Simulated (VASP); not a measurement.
A run of VASP 6.6.1 is set up as follows.

The input INCAR:

```
ALGO = Normal
EDIFF = 1E-6
ENCUT = 520
GGA = PE
ISIF = 2
ISMEAR = 0
LASPH = True
LCHARG = False
LREAL = False
LWAVE = False
NBANDS = 32
NELM = 80
PREC = Accurate
SIGMA = 0.014
```

File KPOINTS:

```
k-points
0
Gamma
  8 8 8
```

POSCAR

```
Bi2Se3
1.0
    2.0715000000      1.1959810826      9.5453333333
   -2.0715000000      1.1959810826      9.5453333333
    0.0000000000     -2.3919621653      9.5453333333
Bi Se
2 3
Direct
    0.5992000000      0.5992000000      0.5992000000
    0.4008000000      0.4008000000      0.4008000000
    0.7883000000      0.7883000000      0.7883000000
    0.2117000000      0.2117000000      0.2117000000
    0.0000000000      0.0000000000      0.0000000000
```

Potentials or basis: VASP PAW PBE potentials, release 64 (Bi_d, Se).

The run is started by

```console
$ cat potpaw_PBE.64/Bi_d/POTCAR potpaw_PBE.64/Se/POTCAR > POTCAR
$ mpirun -np 1 vasp_std > vasp.out
```

(1) Predict the band gap on the k mesh.

(2) What does it give for the largest force?

(3) Predict the pressure.

Results:

(1) 0.21 eV.

(2) 0.171 eV/Å.

(3) 2.6 GPa.

Caveat: spin-orbit coupling is left out, which moves the levels of the heavy elements.
